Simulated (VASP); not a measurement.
# Ge3Te2Pt (P4/mmm) in VASP: further runs

The runs below take Ge3Te2Pt through single point, relaxation of cell and atoms, with PBE.

All numbers are computed with VASP 6.6.1; they aren't measurements. Logs are shortened: lines on timing, memory, paths and dates and some standing lists are left out, and cuts for length are marked.

### 1 The cell of the first run

Symmetry: P4/mmm, No. 123, tetragonal system. The conventional cell has a = 3.403 Å, b = 3.403 Å, c = 11.397 Å, α = 90.00°, β = 90.00°, γ = 90.00°. Within 4.1 Å of Ge (site symmetry 4/mmm) lie 8 Te at 3.11 Å and 4 Ge at 3.40 Å. Ge (site symmetry 4mm) has 4 Pt at 2.79 Å and 5 Ge at 2.84 to 3.40 Å and 4 Te at 3.33 Å within 3.7 Å. Within 4.1 Å of Te (site symmetry 4mm) lie 8 Ge at 3.11 to 3.33 Å and 5 Te at 3.40 to 3.95 Å and 1 Pt at 3.72 Å. Pt (site symmetry 4/mmm) has 8 Ge at 2.79 Å and 4 Pt at 3.40 Å and 2 Te at 3.72 Å within 3.8 Å.

The cell was generated, and may not be a known phase.

### 2 Single point, PBE

Input file INCAR:

```
SYSTEM = Ge3Te2Pt
PREC = Accurate
ENCUT = 520
EDIFF = 1E-6
ISMEAR = 0
SIGMA = 0.1
LREAL = .FALSE.
LASPH = .TRUE.
NELM = 60
ALGO = Normal
ISIF = 2
LWAVE = .FALSE.
LCHARG = .FALSE.
GGA = PE
NBANDS = 41
```

Input file KPOINTS:

```
Automatic mesh
0
G
  6 6 2
  0 0 0
```

Input file POSCAR:

```
Ge3Te2Pt
1.0
    3.4028530129      0.0000000000      0.0000000000
    0.0000000000      3.4028530129      0.0000000000
    0.0000000000      0.0000000000     11.3972723520
Ge Te Pt
3 2 1
Direct
    0.0000000000      0.0000000000      0.0000000000
    0.0000000000      0.0000000000      0.6244693652
    0.0000000000      0.0000000000      0.3755306348
    0.5000000000      0.5000000000      0.8266153798
    0.5000000000      0.5000000000      0.1733846202
    0.5000000000      0.5000000000      0.5000000000
```

Potentials or basis: VASP PAW PBE potentials, release 64 (Ge_d, Te, Pt).

Launch:

```bash
$ cat potpaw_PBE.64/Ge_d/POTCAR potpaw_PBE.64/Te/POTCAR potpaw_PBE.64/Pt/POTCAR > POTCAR
$ mpirun -np 1 vasp_std > vasp.out
```

OUTCAR:

```text
SYSTEM = Ge3Te2Pt
   PREC = Accurate
   ENCUT = 520
   EDIFF = 1E-6
   ISMEAR = 0
   LREAL = .FALSE.
   LASPH = .TRUE.
   NELM = 60
   ISIF = 2
   GGA = PE

 ion  position               nearest neighbor table
   1  0.000  0.000  0.000-   4 3.11   5 3.11   4 3.11   5 3.11   4 3.11   5 3.11   4 3.11   5 3.11

   2  0.000  0.000  0.624-   6 2.79   6 2.79   6 2.79   6 2.79   3 2.84
   3  0.000  0.000  0.376-   6 2.79   6 2.79   6 2.79   6 2.79   2 2.84
   4  0.500  0.500  0.827-   1 3.11   1 3.11   1 3.11   1 3.11
   5  0.500  0.500  0.173-   1 3.11   1 3.11   1 3.11   1 3.11
   6  0.500  0.500  0.500-   2 2.79   3 2.79   2 2.79   3 2.79   2 2.79   3 2.79   2 2.79   3 2.79

  LATTYP: Found a simple tetragonal cell.
 ALAT       =     3.4028530129
 C/A-ratio  =     3.3493284338

  Lattice vectors:

 A1 = (   3.4028530129,   0.0000000000,   0.0000000000)
 A2 = (   0.0000000000,   3.4028530129,   0.0000000000)
 A3 = (   0.0000000000,   0.0000000000,  11.3972723520)

Analysis of symmetry for initial positions (statically):
=====================================================================
 Subroutine PRICEL returns:
 Original cell was already a primitive cell.

 Routine SETGRP: Setting up the symmetry group for a
 simple tetragonal supercell.

 Subroutine GETGRP returns: Found 16 space group operations
 (whereof 16 operations were pure point group operations)
 out of a pool of 16 trial point group operations.

The static configuration has the point symmetry D_4h.

Analysis of symmetry for dynamics (positions and initial velocities):
=====================================================================
 Subroutine PRICEL returns:
 Original cell was already a primitive cell.

 Routine SETGRP: Setting up the symmetry group for a
 simple tetragonal supercell.

 Subroutine GETGRP returns: Found 16 space group operations
 (whereof 16 operations were pure point group operations)
 out of a pool of 16 trial point group operations.

The dynamic configuration has the point symmetry D_4h.

 Subroutine INISYM returns: Found 16 space group operations
 (whereof 16 operations are pure point group operations),
 and found     1 'primitive' translations

----------------------------------------------------------------------------------------

                                     Primitive cell

  volume of cell :     131.9737

  direct lattice vectors                    reciprocal lattice vectors
     3.402853013  0.000000000  0.000000000     0.293871054  0.000000000  0.000000000
     0.000000000  3.402853013  0.000000000     0.000000000  0.293871054  0.000000000
     0.000000000  0.000000000 11.397272352     0.000000000  0.000000000  0.087740292

  length of vectors
     3.402853013  3.402853013 11.397272352     0.293871054  0.293871054  0.087740292

  position of ions in fractional coordinates (direct lattice)
     0.000000000  0.000000000  0.000000000
     0.000000000  0.000000000  0.624469365
     0.000000000  0.000000000  0.375530635
     0.500000000  0.500000000  0.826615380
     0.500000000  0.500000000  0.173384620
     0.500000000  0.500000000  0.500000000

  ion indices of the primitive-cell ions
   primitive index   ion index
                 1           1
                 2           2
                 3           3
                 4           4
                 5           5
                 6           6

----------------------------------------------------------------------------------------

 KPOINTS: Automatic mesh

Automatic generation of k-mesh.
 Grid dimensions read from file:
 generate k-points for:    6    6    2

 Generating k-lattice:

  Cartesian coordinates                     Fractional coordinates (reciprocal lattice)
     0.048978509  0.000000000  0.000000000     0.166666667  0.000000000  0.000000000
     0.000000000  0.048978509  0.000000000     0.000000000  0.166666667  0.000000000
     0.000000000  0.000000000  0.043870146     0.000000000  0.000000000  0.500000000

  Length of vectors
     0.048978509  0.048978509  0.043870146

[... 49 lines left out ...]

 E-fermi :   7.4544     XC(G=0): -10.8855

 val. band max:        7.4333308139   @ k =   0.0000   0.0000   0.5000
 cond. band min:       7.4764245770   @ k =   0.3333   0.0000   0.0000
 fundamental gap:      0.0430937630
 Fermi energy:         7.4543656194

 k-point     1 :       0.0000    0.0000    0.0000
  band No.  band energies     occupation
      1     -17.4630      2.00000
      2     -17.4502      2.00000
      3     -17.4414      2.00000
      4     -17.4414      2.00000
      5     -17.4354      2.00000
      6     -17.2522      2.00000
[... 33 lines left out ...]
     40      12.2242      0.00000
     41      12.6074      0.00000

 k-point     2 :       0.1667    0.0000    0.0000
  band No.  band energies     occupation
      1     -17.4588      2.00000
      2     -17.4476      2.00000
      3     -17.4442      2.00000
      4     -17.4412      2.00000
      5     -17.4374      2.00000
      6     -17.2505      2.00000
[... 33 lines left out ...]
     40      12.4714      0.00000
     41      13.0063      0.00000

 k-point     3 :       0.3333    0.0000    0.0000
  band No.  band energies     occupation
      1     -17.4549      2.00000
      2     -17.4495      2.00000
      3     -17.4414      2.00000
      4     -17.4407      2.00000
      5     -17.4379      2.00000
      6     -17.2481      2.00000
[... 33 lines left out ...]
     40      12.2847      0.00000
     41      13.1915      0.00000

 k-point     4 :       0.5000    0.0000    0.0000
  band No.  band energies     occupation
      1     -17.4540      2.00000
      2     -17.4522      2.00000
      3     -17.4434      2.00000
      4     -17.4404      2.00000
      5     -17.4320      2.00000
      6     -17.2471      2.00000
[... 649 lines left out ...]
     40      11.2589      0.00000
     41      11.5361      0.00000

 k-point    19 :       0.5000    0.3333    0.5000
  band No.  band energies     occupation
      1     -17.4517      2.00000
      2     -17.4505      2.00000
      3     -17.4475      2.00000
      4     -17.4382      2.00000
      5     -17.4271      2.00000
      6     -17.2400      2.00000
[... 33 lines left out ...]
     40      10.2562      0.00000
     41      11.2189      0.00000

 k-point    20 :       0.5000    0.5000    0.5000
  band No.  band energies     occupation
      1     -17.4545      2.00000
      2     -17.4499      2.00000
      3     -17.4499      2.00000
      4     -17.4357      2.00000
      5     -17.4226      2.00000
      6     -17.2382      2.00000
[... 33 lines left out ...]
     40      10.5184      0.00000
     41      10.5184      0.00000

------------------------ aborting loop because EDIFF is reached ----------------------------------------

  FORCE on cell =-STRESS in cart. coord.  units (eV):
  Direction    XX          YY          ZZ          XY          YZ          ZX
  --------------------------------------------------------------------------------------
  -------------------------------------------------------------------------------------
  Total        0.0713630      0.0713630     -0.0709069      0.0000000     -0.0000000      0.0000000
  in kB        0.8663559      0.8663559     -0.8608188      0.0000000     -0.0000000      0.0000000
  external PRESSURE =       0.2906310 kB  Pullay stress =       0.0000000 kB

 VOLUME and BASIS-vectors are now :
 -----------------------------------------------------------------------------
  energy-cutoff  :      520.00
  volume of cell :      131.97
      direct lattice vectors                 reciprocal lattice vectors
     3.402853013  0.000000000  0.000000000     0.293871054  0.000000000  0.000000000
     0.000000000  3.402853013  0.000000000     0.000000000  0.293871054  0.000000000
     0.000000000  0.000000000 11.397272352     0.000000000  0.000000000  0.087740292

 POSITION                                       TOTAL-FORCE (eV/Angst)
 -----------------------------------------------------------------------------------
      0.00000      0.00000      0.00000        -0.000000     -0.000000      0.000000
      0.00000      0.00000      7.11725         0.000000     -0.000000     -0.001897
      0.00000      0.00000      4.28002        -0.000000     -0.000000      0.001897
      1.70143      1.70143      9.42116         0.000000      0.000000      0.013664
      1.70143      1.70143      1.97611        -0.000000      0.000000     -0.013664
      1.70143      1.70143      5.69864        -0.000000     -0.000000      0.000000
 -----------------------------------------------------------------------------------
    total drift:                               -0.000000      0.000000      0.000000

  FREE ENERGIE OF THE ION-ELECTRON SYSTEM (eV)
  ---------------------------------------------------
  free  energy   TOTEN  =       -25.2011506232 eV

  energy  without entropy=      -25.1895904628  energy(sigma->0) =      -25.19537054
```

It took 63 s on 1 thread of AMD EPYC 9R45 (Zen 5), shared host; peak memory 0.27 GiB.

What came out:

| Quantity | Value |
| --- | --- |
| Free energy | -25.2012 eV |
| Pressure | 0.0 GPa |
| Largest force | 0.014 eV/Å |
| Band gap on the k mesh | zero (bands 32 and 33 overlap by 2.37 eV) |

Forces in eV/Å, atoms in the order of the input:
```
Ge   0.000  0.000  0.000
Ge   0.000  0.000 -0.002
Ge   0.000  0.000  0.002
Te   0.000  0.000  0.014
Te   0.000  0.000 -0.014
Pt   0.000  0.000  0.000
```

Levels at points of the mesh, in eV from the Fermi level:
```
           k point  band 28  band 29  band 30  band 31  band 32  band 33  band 34  band 35  band 36  band 37
(0.00, 0.00, 0.00)    -0.53    -0.53     0.59     0.59     1.24     1.72     1.72     2.15     4.37     4.58
(0.50, 0.00, 0.00)    -2.45    -1.69    -1.27     0.31     0.56     1.51     1.83     2.36     2.72     3.32
(0.50, 0.50, 0.00)    -2.95    -2.95    -2.53    -1.44    -1.42    -0.76    -0.44     0.40     0.40     0.72
(0.00, 0.00, 0.50)    -0.43    -0.43    -0.02     0.30     0.30     2.17     2.17     3.51     3.72     3.76
(0.50, 0.00, 0.50)    -1.51    -1.41    -1.23    -0.88    -0.64     1.53     1.81     3.31     3.50     3.55
(0.50, 0.50, 0.50)    -2.67    -2.38    -2.38    -2.17    -1.42    -0.46    -0.19    -0.19    -0.19     1.19
```

Caveat: spin-orbit coupling is left out, which moves the levels of the heavy elements.

### 3 Single point, PBE

This run uses another cell than the first one, of 27.39 Å³/atom.

Input file INCAR:

```
SYSTEM = Ge3Te2Pt
PREC     = Accurate       ! precision mode
ENCUT    = 520            ! plane-wave cutoff, eV
EDIFF    = 1E-6           ! SCF threshold, eV
ISMEAR   = 0              ! smearing method
SIGMA    = 0.1            ! smearing width, eV
LREAL    = .False.        ! projectors in reciprocal space
LASPH    = .True.         ! aspherical terms in the spheres
NELM     = 100            ! most SCF steps
ALGO     = Normal         ! electronic algorithm
ISIF     = 2              ! what is computed and relaxed
LWAVE    = .False.        ! write WAVECAR
LCHARG   = .True.         ! write CHGCAR
GGA      = PE             ! functional
LELF     = .True.         ! ELF
LVHAR    = .True.       
NBANDS   = 41             ! bands
```

Input file KPOINTS:

```
regular mesh
0
Gamma
  6 6 2
  0 0 0
```

Input file POSCAR:

```
Ge3Te2Pt
1.0
    3.6632596200      0.0000000000      0.0000000000
    0.0000000000      3.6632596200      0.0000000000
    0.0000000000      0.0000000000     12.2455718100
Ge Te Pt
3 2 1
Direct
    0.0000000000      0.0000000000      0.0000000000
    0.0000000000      0.0000000000      0.7145522800
    0.0000000000      0.0000000000      0.2854477200
    0.5000000000      0.5000000000      0.8473602500
    0.5000000000      0.5000000000      0.1526397500
    0.5000000000      0.5000000000      0.5000000000
```

Potentials or basis: VASP PAW PBE potentials, release 64 (Ge_d, Te, Pt).

Launch:

```bash
$ cat potpaw_PBE.64/Ge_d/POTCAR potpaw_PBE.64/Te/POTCAR potpaw_PBE.64/Pt/POTCAR > POTCAR
$ mpirun -np 1 vasp_std > vasp.out
```

Wall time 75 s (1 thread of AMD EPYC 9R45 (Zen 5), shared host); peak memory 0.3 GiB.

The run converged. Its results:

```yaml
Free_energy: -21.6701 eV
Pressure: -4.7 GPa
Largest_force: 0.917 eV/Å
Band_gap_on_the_k_mesh: zero (bands 32 and 33 overlap by 0.94 eV)
```

Forces in eV/Å, atoms in the order of the input:
```
Ge   0.000  0.000  0.000
Ge   0.000  0.000 -0.917
Ge   0.000  0.000  0.917
Te   0.000  0.000 -0.387
Te   0.000  0.000  0.387
Pt   0.000  0.000  0.000
```

Stress tensor (GPa, compression positive):
```
-4.18  0.00  0.00
 0.00 -4.18  0.00
 0.00  0.00 -5.73
```

Levels at points of the mesh, in eV from the Fermi level:
```tsv
k point	band 29	band 30	band 31	band 32	band 33	band 34	band 35	band 36
(0.00, 0.00, 0.00)	-0.41	-0.41	-0.23	-0.19	-0.12	1.96	1.96	2.46
(0.50, 0.00, 0.00)	-0.40	0.05	0.33	0.43	1.56	1.56	1.83	2.03
(0.50, 0.50, 0.00)	-1.15	-1.15	-1.08	-0.80	-0.52	0.11	1.17	1.17
(0.00, 0.00, 0.50)	-0.87	-0.48	-0.48	-0.19	0.94	1.73	2.07	2.07
(0.50, 0.00, 0.50)	-0.40	-0.15	0.06	0.42	0.80	0.88	1.82	2.57
(0.50, 0.50, 0.50)	-1.20	-0.61	-0.61	-0.59	-0.14	0.11	0.47	0.47
```

Caveat: the cell stands under tension; spin-orbit coupling is left out, which moves the levels of the heavy elements.

### 4 Relaxation of cell and atoms, PBE

This run uses another cell than the first one, of 27.39 Å³/atom.

Input file INCAR:

```
SYSTEM = Ge3Te2Pt
PREC = Accurate
ENCUT = 600
EDIFF = 1E-7
ISMEAR = 0
SIGMA = 0.1
LREAL = .False.
LASPH = .True.
NELM = 60
ALGO = Normal
ISIF = 3
LWAVE = .False.
LCHARG = .False.
GGA = PE
IBRION = 2
NSW = 90
EDIFFG = -0.04
```

KPOINTS is that of step 3.

POSCAR is that of step 3.

Launch:

```bash
$ cat potpaw_PBE.64/Ge_d/POTCAR potpaw_PBE.64/Te/POTCAR potpaw_PBE.64/Pt/POTCAR > POTCAR
$ mpirun -np 1 vasp_std > vasp.out
```

It took 54 min on 1 thread of AMD EPYC 9R45 (Zen 5), shared host; peak memory 0.39 GiB.

It converged, with:

```yaml
Free_energy: -25.2049 eV
Relaxed_volume: 22.08 Å³/atom
Relaxed_cell: a = 3.411 Å, b = 3.411 Å, c = 11.383 Å, α = 90.00°, β = 90.00°, γ = 90.00°
Space_group_after_relaxing_to_0.1_Å: P4/mmm (No. 123)
Pressure_after_relaxing: -0.1 GPa
Largest_force_after_relaxing: 0.038 eV/Å
Band_gap_on_the_k_mesh: zero (bands 32 and 33 overlap by 2.35 eV)
```

Forces on the atoms (eV/Å):
```
Ge   0.000  0.000  0.000
Ge   0.000  0.000  0.038
Ge   0.000  0.000 -0.038
Te   0.000  0.000 -0.028
Te   0.000  0.000  0.028
Pt   0.000  0.000  0.000
```

Stress tensor (GPa, compression positive):
```
-0.13  0.00  0.00
 0.00 -0.13  0.00
 0.00  0.00 -0.05
```

Final structure:
```yaml
crystal:
  lattice:
    - [3.41111, 0.00000, 0.00000]
    - [0.00000, 3.41111, 0.00000]
    - [0.00000, 0.00000, 11.38336]
  atoms:
    - { symbol: Ge, position: [0.00000, 0.00000, 0.00000] }
    - { symbol: Ge, position: [0.00000, 0.00000, 0.62394] }
    - { symbol: Ge, position: [0.00000, 0.00000, 0.37606] }
    - { symbol: Te, position: [0.50000, 0.50000, 0.82761] }
    - { symbol: Te, position: [0.50000, 0.50000, 0.17239] }
    - { symbol: Pt, position: [0.50000, 0.50000, 0.50000] }
```

Levels at points of the mesh, in eV from the Fermi level:
```
           k point  band 30  band 31  band 32  band 33  band 34  band 35
(0.00, 0.00, 0.00)     0.57     0.57     1.20     1.67     1.67     2.15
(0.50, 0.00, 0.00)    -1.29     0.31     0.57     1.46     1.80     2.39
(0.50, 0.50, 0.00)    -2.50    -1.46    -1.44    -0.74    -0.45     0.43
(0.00, 0.00, 0.50)    -0.03     0.29     0.29     2.11     2.11     3.52
(0.50, 0.00, 0.50)    -1.23    -0.88    -0.63     1.48     1.78     3.25
(0.50, 0.50, 0.50)    -2.40    -2.19    -1.44    -0.47    -0.21    -0.15
```

Caveat: the volume moved by over 15 % at a fixed basis, so the end points are rough; spin-orbit coupling is left out, which moves the levels of the heavy elements.

### 5 Single point, PBE

This run uses another cell than the first one, of 22.87 Å³/atom.

Input file INCAR:

```
SYSTEM = Ge3Te2Pt
ALGO = Normal
EDIFF = 1E-6
ENCUT = 520
GGA = PE
ISIF = 2
ISMEAR = 0
LASPH = .True.
LCHARG = .False.
LREAL = .False.
LWAVE = .False.
NBANDS = 41
NELM = 100
PREC = Accurate
SIGMA = 0.1
```

Input file KPOINTS:

```
k-points
0
Gamma
  12 12 4
  0 0 0
```

Input file POSCAR:

```
Ge3Te2Pt
1.0
    3.1788950316      0.0000000000      0.0000000000
    0.0000000000      3.1788950316      0.0000000000
    0.0000000000      0.0000000000     13.5804304938
Ge Te Pt
3 2 1
Direct
    0.0000000000      0.0000000000      0.0000000000
    0.0000000000      0.0000000000      0.6138417019
    0.0000000000      0.0000000000      0.3861582981
    0.5000000000      0.5000000000      0.8237930572
    0.5000000000      0.5000000000      0.1762069428
    0.5000000000      0.5000000000      0.5000000000
```

Launch:

```bash
$ cat potpaw_PBE.64/Ge_d/POTCAR potpaw_PBE.64/Te/POTCAR potpaw_PBE.64/Pt/POTCAR > POTCAR
$ mpirun -np 1 vasp_std > vasp.out
```

It took 4 min on 1 thread of AMD EPYC 9R45 (Zen 5), shared host; peak memory 0.51 GiB.

The run converged. Its results:

```
Free energy            : -25.2940 eV
Pressure               : 0.0 GPa
Largest force          : 0.008 eV/Å
Band gap on the k mesh : zero (bands 32 and 33 overlap by 2.70 eV)
```

Forces in eV/Å, atoms in the order of the input:
```
Ge   0.000  0.000  0.000
Ge   0.000  0.000  0.008
Ge   0.000  0.000 -0.008
Te   0.000  0.000 -0.001
Te   0.000  0.000  0.001
Pt   0.000  0.000  0.000
```

Levels at points of the mesh, in eV from the Fermi level:
```tsv
k point	band 30	band 31	band 32	band 33	band 34	band 35
(0.00, 0.00, 0.00)	0.99	0.99	1.51	1.51	2.92	2.92
(0.50, 0.00, 0.00)	-1.38	-1.19	-1.03	0.73	0.81	2.97
(0.50, 0.50, 0.00)	-2.38	-1.27	-1.18	-0.90	-0.90	-0.60
(0.00, 0.00, 0.50)	1.02	1.46	1.46	2.34	3.00	3.00
(0.50, 0.00, 0.50)	-1.97	-1.71	-0.92	1.19	1.30	2.97
(0.50, 0.50, 0.50)	-2.40	-1.29	-1.27	-1.01	-1.01	-0.48
```

Caveat: spin-orbit coupling is left out, which moves the levels of the heavy elements.

### 6 Summary

| task | cell | k mesh | cutoff (eV) | gap on the mesh (eV) | pressure (GPa) | largest force (eV/Å) |
| --- | --- | --- | --- | --- | --- | --- |
| single point | a = 3.403, b = 3.403, c = 11.397 Å, 6 atoms, atomic positions A | 6 × 6 × 2 | 520 | none | 0.0 | 0.01 |
| single point | a = 3.663, b = 3.663, c = 12.246 Å, 6 atoms, atomic positions B | 6 × 6 × 2 | 520 | none | -4.7 | 0.92 |
| relaxation of cell and atoms | relaxed from a = 3.663, b = 3.663, c = 12.246 Å, 6 atoms, atomic positions B | 6 × 6 × 2 | 600 | none | -0.1 | 0.04 |
| single point | a = 3.179, b = 3.179, c = 13.580 Å, 6 atoms, atomic positions C | 12 × 12 × 4 | 520 | none | 0.0 | 0.01 |

Alike in all rows: level PBE; potentials or basis VASP PAW PBE potentials, release 64 (Ge_d, Te, Pt); no spin polarisation; smearing gaussian 0.1 eV.

Caveats: spin-orbit coupling is left out, which moves the levels of the heavy elements; the cell stands under tension (at least some runs); the volume moved by over 15 % at a fixed basis, so the end points are rough (at least some runs).

Absolute energies hang on the potentials; compare differences alone.

The gap in the log of VASP goes by the Fermi energy; the results here count the filled bands.